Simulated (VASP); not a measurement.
# S (Pm) in VASP: single point with PBE+D3(BJ)

Aim: the single point of S with PBE+D3(BJ).

Program: VASP 6.6.1. These are calculated values, not measurements. Logs are shortened: lines on timing, memory, paths and dates and some standing lists are left out, and cuts for length are marked.

**1. The cell of the first run**

The structure is monoclinic, space group Pm (No. 6). Conventional cell: a = 5.476 Å, b = 2.960 Å, c = 11.007 Å, α = 90.00°, β = 95.71°, γ = 90.00°. S (site symmetry m) has 1 S at 1.90 Å within 2.5 Å. Within 2.5 Å of S (site symmetry m) lie 1 S at 1.90 Å. Within 2.5 Å of S (site symmetry m) lie 1 S at 1.90 Å. Within 2.5 Å of S (site symmetry m) lie 1 S at 1.90 Å. S (site symmetry m) has 1 S at 1.90 Å within 2.5 Å. Within 2.5 Å of S (site symmetry m) lie 1 S at 1.90 Å. Within 2.5 Å of S (site symmetry m) lie 1 S at 1.90 Å. Within 2.5 Å of S (site symmetry m) lie 1 S at 1.90 Å.

**2. Single point, PBE+D3(BJ)**

INCAR reads:

```
SYSTEM = S
  PREC = Accurate
  ENCUT = 520
  EDIFF = 1E-6
  ISMEAR = 0
  SIGMA = 0.15
  LREAL = .False.
  LASPH = .True.
  NELM = 100
  ALGO = Normal
  ISIF = 2
  LWAVE = .False.
  LCHARG = .False.
  GGA = PE
  IVDW = 12
  NBANDS = 34
```

KPOINTS reads:

```
regular mesh
0
Gamma
  9 16 5
  0 0 0
```

POSCAR reads:

```
S
1.0
    0.0000000000     -5.4762743414      0.0000000000
    0.0000000000      0.0000000000     -2.9602546931
   10.9525486828     -1.0952548683      0.0000000000
S
8
Direct
    0.0599323779      0.5000000000      0.3136671009
   -0.0400676221      0.5000000000      0.8136671009
    0.6900676221      0.5000000000      0.9363328991
    0.7900676221      0.5000000000      0.4363328991
    0.3646007817      0.0000000000      0.0636671009
    0.2646007817      0.0000000000      0.5636671009
    0.5853992183      0.0000000000      0.1863328991
    0.4853992183      0.0000000000      0.6863328991
```

Potentials or basis: VASP PAW PBE potentials, release 64 (S).

Started as:

```
> cat potpaw_PBE.64/S/POTCAR > POTCAR
> mpirun -np 1 vasp_std > vasp.out
```

OUTCAR:

```text
SYSTEM = S
   PREC = Accurate
   ENCUT = 520
   EDIFF = 1E-6
   ISMEAR = 0
   LREAL = .False.
   LASPH = .True.
   NELM = 100
   ISIF = 2
   GGA = PE
   IVDW = 12
 IVDW          = 12

 ion  position               nearest neighbor table
   1  0.060  0.500  0.314-   4 1.90
   2  0.960  0.500  0.814-   3 1.90
   3  0.690  0.500  0.936-   2 1.90   5 2.61   5 2.61
   4  0.790  0.500  0.436-   1 1.90
   5  0.365  0.000  0.064-   7 1.90   3 2.61   3 2.61
   6  0.265  0.000  0.564-   8 1.90
   7  0.585  0.000  0.186-   5 1.90
   8  0.485  0.000  0.686-   6 1.90

  LATTYP: Found a simple monoclinic cell.
 ALAT       =     5.4762743414
 B/A-ratio  =     0.5405599699
 C/A-ratio  =     2.0099751242
 COS(beta)  =    -0.0995037190

  Lattice vectors:

 A1 = (   0.0000000000,  -5.4762743414,   0.0000000000)
 A2 = (   0.0000000000,   0.0000000000,   2.9602546931)
 A3 = ( -10.9525486828,   1.0952548683,   0.0000000000)

Analysis of symmetry for initial positions (statically):
=====================================================================
 Subroutine PRICEL returns:
 Original cell was already a primitive cell.

 Routine SETGRP: Setting up the symmetry group for a
 simple monoclinic supercell.

 Subroutine GETGRP returns: Found  2 space group operations
 (whereof  2 operations were pure point group operations)
 out of a pool of  4 trial point group operations.

The static configuration has the point symmetry C_1h.

Analysis of symmetry for dynamics (positions and initial velocities):
=====================================================================
 Subroutine PRICEL returns:
 Original cell was already a primitive cell.

 Routine SETGRP: Setting up the symmetry group for a
 simple monoclinic supercell.

 Subroutine GETGRP returns: Found  2 space group operations
 (whereof  2 operations were pure point group operations)
 out of a pool of  4 trial point group operations.

The dynamic configuration has the point symmetry C_1h.

 Subroutine INISYM returns: Found  2 space group operations
 (whereof  2 operations are pure point group operations),
 and found     1 'primitive' translations
[... 106 lines left out ...]
   NELM   =    100;   NELMIN=  2; NELMDL= -5     # of ELM steps
   EDIFF  = 0.1E-05   stopping-criterion for ELM
   LREAL  =      F    real-space projection
   EDIFFG = 0.1E-04   stopping-criterion for IOM
   NSW    =      0    number of steps for IOM
   IBRION =     -1    ionic relax: 0-MD 1-quasi-New 2-CG
   NFREE  =      0    steps in history (QN), initial steepest desc. (CG)
   ISIF   =      2    stress and relaxation
   ISYM   =      2    0-nonsym 1-usesym 2-fastsym
   POTIM  = 0.5000    time-step for ionic-motion
   TEBEG  =    0.0;   TEEND  =   0.0 temperature during run
   PSTRESS=    0.0 pullay stress
   NELECT =      48.0000    total number of electrons
   NUPDOWN=      -1.0000    fix difference up-down
   EMIN   =  10.00;   EMAX   =-10.00  energy-range for DOS
   EFERMI =   0.00;   METHOD = LEGACY
   ISMEAR =     0;   SIGMA  =   0.15  broadening in eV -4-tet -1-fermi 0-gaus
   EFERMI_NEDOS =   21; number of points for ismear=-14 and -15
   IALGO  =     38    algorithm
   IMIX   =      4    mixing-type and parameters
     AMIX     =   0.40;   BMIX     =  1.00
     AMIX_MAG =   1.60;   BMIX_MAG =  1.00
  volume/ion in A,a.u.               =      22.19       149.77
  Fermi-wavevector in a.u.,A,eV,Ry     =   1.058552  2.000373 15.245760  1.120532
  Thomas-Fermi vector in A             =   2.193865
   LORBIT       =      0    0 simple, 1 ext, 2 COOP (PROOUT), +10 PAW based schemes
   GGA     = PE    functional components
   LHFCALC =     F    Hartree Fock is set to
   AEXX    =    0.0000 exact exchange contribution
   IVDW    =    12    specifies the selected vdW correction
   LEPSILON=     F    determine dielectric tensor
   LRPA    =     F    only Hartree local field effects (RPA)
 non-spin polarized calculation
 Gauss-broadening in eV      SIGMA  =   0.15
  energy-cutoff  :      520.00
  volume of cell :      177.55
 maximum number of plane-waves:      4819
 NGX is ok and might be reduce to    42
   NGX = 21   NGY = 11   NGZ = 41

 number of electron      48.0000002 magnetization

 Free energy of the ion-electron system (eV)
  ---------------------------------------------------
  ext. energy  EPLUGINS =         0.00000000
  ---------------------------------------------------
  free energy    TOTEN  =       -29.58586025 eV

  energy without entropy =      -29.52617780  energy(sigma->0) =      -29.55601903

 E-fermi :   3.7160     XC(G=0):  -9.1137

 val. band max:        3.7144939701   @ k =  -0.1111   0.1250   0.2000
 cond. band min:       3.7171902441   @ k =   0.3333   0.2500   0.0000
 fundamental gap:      0.0026962740
 Fermi energy:         3.7159603162

 k-point     1 :       0.0000    0.0000    0.0000
  band No.  band energies     occupation
      1     -13.2736      2.00000
      2     -12.5874      2.00000
      3     -12.4413      2.00000
      4     -12.0178      2.00000
      5      -7.9685      2.00000
      6      -7.0976      2.00000
[... 877 lines left out ...]
     33      10.4278      0.00000
     34      10.8594      0.00000

 [... further k-points ...]

------------------------ aborting loop because EDIFF is reached ----------------------------------------

 Edisp (eV)   -2.15532

 E8    (eV) :    -0.7766

  FORCE on cell =-STRESS in cart. coord.  units (eV):
  Direction    XX          YY          ZZ          XY          YZ          ZX
  --------------------------------------------------------------------------------------
  -------------------------------------------------------------------------------------
  Total       1.50479     0.85357     2.94185     2.08218     0.00000     0.00000
  in kB      13.57869     7.70226    26.54619    18.78881     0.00000     0.00000
  external pressure =       15.94 kB  Pullay stress =        0.00 kB

 VOLUME and BASIS-vectors are now :
 -----------------------------------------------------------------------------
  energy-cutoff  :      520.00
  volume of cell :      177.55
      direct lattice vectors                 reciprocal lattice vectors
     0.000000000 -5.476274341  0.000000000    -0.018260590 -0.182605899  0.000000000
     0.000000000  0.000000000 -2.960254693     0.000000000  0.000000000 -0.337808771
    10.952548683 -1.095254868  0.000000000     0.091302950  0.000000000  0.000000000

 POSITION                                       TOTAL-FORCE (eV/Angst)
 -----------------------------------------------------------------------------------
      3.43545     -0.67175     -1.48013         0.157106      0.102975      0.000000
      8.91173     -6.14803     -1.48013        -0.357759     -0.033282      0.000000
     10.25523     -4.80452     -1.48013        -0.433700     -1.358628      0.000000
      4.77896     -4.80452     -1.48013        -0.117081     -0.092700      0.000000
      0.69732     -2.06639      0.00000         0.739628      1.126181      0.000000
      6.17359     -2.06639      0.00000         0.064572     -0.144688      0.000000
      2.04082     -3.40989      0.00000         0.104882      0.192556      0.000000
      7.51709     -3.40989      0.00000        -0.157648      0.207586      0.000000
 -----------------------------------------------------------------------------------
    total drift:                               -0.000045      0.000115      0.000000

  FREE ENERGIE OF THE ION-ELECTRON SYSTEM (eV)
  ---------------------------------------------------
  free  energy   TOTEN  =       -31.7411780237 eV

  energy  without entropy=      -31.6814955742  energy(sigma->0) =      -31.71133680
```

stdout:

```text
POSCAR found type information on POSCAR S
 POSCAR found :  1 types and       8 ions
 scaLAPACK will be used
 LDA part: xc-table for (Slater+PW92), standard interpolation
 POSCAR, INCAR and KPOINTS ok, starting setup
 FFT: planning ... GRIDC
 FFT: planning ... GRID_SOFT
 FFT: planning ... GRID
 WAVECAR not read
 entering main loop
```

It took 13 min on 1 thread of AMD EPYC 9R45 (Zen 5), shared host; peak memory 0.81 GiB.

What came out:

* Free energy: -31.7412 eV
* Pressure: 1.6 GPa
* Largest force: 1.426 eV/Å
* Band gap on the k mesh: zero (bands 24 and 25 overlap by 1.93 eV)
* Dispersion energy per atom: -0.269 eV

Forces in eV/Å, atoms in the order of the input:
```
S    0.157  0.103  0.000
S   -0.358 -0.033  0.000
S   -0.434 -1.359  0.000
S   -0.117 -0.093  0.000
S    0.740  1.126  0.000
S    0.065 -0.145  0.000
S    0.105  0.193  0.000
S   -0.158  0.208  0.000
```

Stress tensor (GPa, compression positive):
```
1.36 1.88 0.00
1.88 0.77 0.00
0.00 0.00 2.65
```

Caveat: forces of over 1 eV/Å act on the atoms, so gaps and moduli don't describe the material at rest.
